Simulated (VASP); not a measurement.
# NiPt (P4/mmm) in VASP: single point with LDA

Aim: the single point of NiPt with LDA.

Everything below comes from runs of VASP 6.6.1. Logs are shortened: lines on timing, memory, paths and dates and some standing lists are left out, and cuts for length are marked.

### Step 1. The cell of the first run

Symmetry: P4/mmm, No. 123, tetragonal system. Conventional cell: a = 2.710 Å, b = 2.710 Å, c = 3.578 Å, α = 90.00°, β = 90.00°, γ = 90.00°. Ni (site symmetry 4/mmm) has 8 Pt at 2.62 Å and 4 Ni at 2.71 Å within 3.5 Å. Pt (site symmetry 4/mmm) has 8 Ni at 2.62 Å and 4 Pt at 2.71 Å within 3.5 Å.

### Step 2. Single point, LDA, collinear spin, ferromagnetic start

INCAR reads:

```
  PREC = Accurate
  ENCUT = 520
  EDIFF = 1E-6
  ISMEAR = -1
  SIGMA = 0.1
  LREAL = F
  LASPH = T
  NELM = 150
  ALGO = Normal
  ISIF = 2
  LWAVE = F
  LCHARG = F
  ISPIN = 2
  MAGMOM = 1.5 0.6
  LORBIT = 11
  LMAXMIX = 4
  GGA = CA
  NBANDS = 21
```

KPOINTS reads:

```
regular mesh
0
Gamma
  9 9 7
```

POSCAR reads:

```
NiPt
1.0
    2.7099397941      0.0000000000      0.0000000000
    0.0000000000      2.7099397941      0.0000000000
    0.0000000000      0.0000000000      3.5783200000
Ni Pt
1 1
Direct
    0.5000000000      0.5000000000      0.5000000000
    0.0000000000      0.0000000000      0.0000000000
```

Potentials or basis: VASP PAW LDA potentials, release 64 (Ni, Pt).

Started as:

```bash
cat potpaw_LDA.64/Ni/POTCAR potpaw_LDA.64/Pt/POTCAR > POTCAR
mpirun -np 1 vasp_std > vasp.out
```

OUTCAR:

```text
PREC = Accurate
   ENCUT = 520
   EDIFF = 1E-6
   ISMEAR = -1
   LREAL = F
   LASPH = T
   NELM = 150
   ISIF = 2
   ISPIN = 2
   LORBIT = 11
   GGA = CA

 ion  position               nearest neighbor table
   1  0.500  0.500  0.500-   2 2.62   2 2.62   2 2.62   2 2.62   2 2.62   2 2.62   2 2.62   2 2.62

   2  0.000  0.000  0.000-   1 2.62   1 2.62   1 2.62   1 2.62   1 2.62   1 2.62   1 2.62   1 2.62

  LATTYP: Found a simple tetragonal cell.
 ALAT       =     2.7099397941
 C/A-ratio  =     1.3204426193

  Lattice vectors:

 A1 = (   2.7099397941,   0.0000000000,   0.0000000000)
 A2 = (   0.0000000000,   2.7099397941,   0.0000000000)
 A3 = (   0.0000000000,   0.0000000000,   3.5783200000)

Analysis of symmetry for initial positions (statically):
=====================================================================
 Subroutine PRICEL returns:
 Original cell was already a primitive cell.

 Routine SETGRP: Setting up the symmetry group for a
 simple tetragonal supercell.

 Subroutine GETGRP returns: Found 16 space group operations
 (whereof 16 operations were pure point group operations)
 out of a pool of 16 trial point group operations.

The static configuration has the point symmetry D_4h.

Analysis of symmetry for dynamics (positions and initial velocities):
=====================================================================
 Subroutine PRICEL returns:
 Original cell was already a primitive cell.

 Routine SETGRP: Setting up the symmetry group for a
 simple tetragonal supercell.

 Subroutine GETGRP returns: Found 16 space group operations
 (whereof 16 operations were pure point group operations)
 out of a pool of 16 trial point group operations.

The dynamic configuration has the point symmetry D_4h.

Analysis of structural, dynamic, and magnetic symmetry:
=====================================================================
 Subroutine PRICEL returns:
 Original cell was already a primitive cell.

 Routine SETGRP: Setting up the symmetry group for a
 simple tetragonal supercell.

 Subroutine GETGRP returns: Found 16 space group operations
 (whereof 16 operations were pure point group operations)
 out of a pool of 16 trial point group operations.

The overall configuration has the point symmetry D_4h.

 Subroutine INISYM returns: Found 16 space group operations
 (whereof 16 operations are pure point group operations),
 and found     1 'primitive' translations

[... 110 lines left out ...]
   EFERMI_NEDOS =   21; number of points for ismear=-14 and -15
   IALGO  =     38    algorithm
   IMIX   =      4    mixing-type and parameters
     AMIX     =   0.40;   BMIX     =  1.00
     AMIX_MAG =   1.60;   BMIX_MAG =  1.00
  volume/ion in A,a.u.               =      13.14        88.67
  Fermi-wavevector in a.u.,A,eV,Ry     =   1.494693  2.824560 30.396875  2.234107
  Thomas-Fermi vector in A             =   2.606933
   LORBIT       =     11    0 simple, 1 ext, 2 COOP (PROOUT), +10 PAW based schemes
   GGA     = CA    functional components
   LHFCALC =     F    Hartree Fock is set to
   AEXX    =    0.0000 exact exchange contribution
   IVDW    =     0    specifies the selected vdW correction
   LEPSILON=     F    determine dielectric tensor
   LRPA    =     F    only Hartree local field effects (RPA)
 spin polarized calculation
  energy-cutoff  :      520.00
  volume of cell :       26.28
 maximum number of plane-waves:       721
   NGX = 11   NGY = 11   NGZ = 13

 number of electron      20.0000010 magnetization       0.0117242

 number of electron      20.0000010 magnetization      -0.0040942

 Free energy of the ion-electron system (eV)
  ---------------------------------------------------
  ext. energy  EPLUGINS =         0.00000000
  ---------------------------------------------------
  free energy    TOTEN  =       -14.26434596 eV

  energy without entropy =      -14.14480721  energy(sigma->0) =      -14.20457659

 E-fermi :  10.0427     XC(G=0): -13.5763

 val. band max:       10.0416434880   @ k =   0.3333   0.2222   0.1429
 cond. band min:      10.0440867945   @ k =   0.3333   0.2222   0.1429
 fundamental gap:      0.0024433066
 Fermi energy:        10.0427112274

 spin component 1

 k-point     1 :       0.0000    0.0000    0.0000
  band No.  band energies     occupation
      1       0.4055      1.00000
      2       4.0190      1.00000
      3       4.1122      1.00000
      4       7.2081      1.00000
      5       7.2081      1.00000
      6       8.1969      1.00000
[... 565 lines left out ...]
     20      32.7246      0.00000
     21      35.8850      0.00000

 [... further k-points ...]

 spin component 2

 k-point     1 :       0.0000    0.0000    0.0000
  band No.  band energies     occupation
      1       0.4052      1.00000
      2       4.0183      1.00000
      3       4.1115      1.00000
      4       7.2064      1.00000
      5       7.2064      1.00000
      6       8.1947      1.00000
[... 565 lines left out ...]
     20      32.7243      0.00000
     21      35.8844      0.00000

 [... further k-points ...]
[... 5 lines left out ...]
  --------------------------------------------------------------------------------------
  -------------------------------------------------------------------------------------
  Total       -2.1751675     -2.1751675     -1.8601552      0.0000000      0.0000000     -0.0000000
  in kB     -132.6187191   -132.6187191   -113.4126001      0.0000000      0.0000000     -0.0000000
  external PRESSURE =    -126.2166794 kB  Pullay stress =       0.0000000 kB

 VOLUME and BASIS-vectors are now :
 -----------------------------------------------------------------------------
  energy-cutoff  :      520.00
  volume of cell :       26.28
      direct lattice vectors                 reciprocal lattice vectors
     2.709939794  0.000000000  0.000000000     0.369011888  0.000000000  0.000000000
     0.000000000  2.709939794  0.000000000     0.000000000  0.369011888  0.000000000
     0.000000000  0.000000000  3.578320000     0.000000000  0.000000000  0.279460753

 POSITION                                       TOTAL-FORCE (eV/Angst)
 -----------------------------------------------------------------------------------
      1.35497      1.35497      1.78916         0.000000      0.000000      0.000000
      0.00000      0.00000      0.00000         0.000000      0.000000      0.000000
 -----------------------------------------------------------------------------------
    total drift:                               -0.000000      0.000000      0.000000

  FREE ENERGIE OF THE ION-ELECTRON SYSTEM (eV)
  ---------------------------------------------------
  free  energy   TOTEN  =       -14.2643459604 eV

  energy  without entropy=      -14.1448072104  energy(sigma->0) =      -14.20457659

 total charge

# of ion       s       p       d       tot
------------------------------------------
    1        0.438   0.461   8.347   9.246
    2        0.701   0.632   8.034   9.367
--------------------------------------------------
tot          1.138   1.093  16.381  18.613

 magnetization (x)

# of ion       s       p       d       tot
------------------------------------------
    1        0.000   0.000  -0.003  -0.003
    2        0.000   0.000  -0.001  -0.001
--------------------------------------------------
tot          0.000   0.000  -0.004  -0.004
```

OSZICAR:

```text
N       E                     dE             d eps       ncg     rms          rms(c)
DAV:   1     0.108331025569E+03    0.10833E+03   -0.90170E+03  5245   0.112E+03
DAV:   2    -0.103447102421E+02   -0.11868E+03   -0.10862E+03  5270   0.244E+02
DAV:   3    -0.156431346800E+02   -0.52984E+01   -0.51490E+01  5818   0.546E+01
[... 15 lines left out ...]
DAV:  19    -0.142643178334E+02   -0.14767E-04   -0.31423E-05  6500   0.121E-01    0.173E-02
DAV:  20    -0.142643403426E+02   -0.22509E-04   -0.26092E-04  5854   0.374E-01    0.100E-02
DAV:  21    -0.142643453934E+02   -0.50508E-05   -0.66672E-05  7739   0.143E-01    0.613E-03
DAV:  22    -0.142643459537E+02   -0.56021E-06   -0.10684E-05  7146   0.659E-02    0.382E-03
DAV:  23    -0.142643459604E+02   -0.67653E-08   -0.89125E-07  3015   0.162E-02
   1 F= -.14264346E+02 E0= -.14204577E+02  d E =-.119539E+00  mag=     0.0039
```

Wall time 50 s (1 thread of AMD EPYC 9R14 (Zen 4), shared host); peak memory 0.14 GiB.

Results:

| Quantity | Value |
| --- | --- |
| Free energy | -14.2643 eV |
| Pressure | -12.6 GPa |
| Band gap on the k mesh | zero (filled and empty bands overlap) |
| Net moment | 0.00 μB per cell |
| Valence electrons inside the program's atomic spheres | Ni 9.25; Pt 9.37 |

Stress tensor (GPa, compression positive):
```
-13.26   0.00   0.00
  0.00 -13.26   0.00
  0.00   0.00 -11.34
```

Caveat: the starting moments collapsed, and a magnetic state may lie lower; spin-orbit coupling is left out, which moves the levels of the heavy elements.
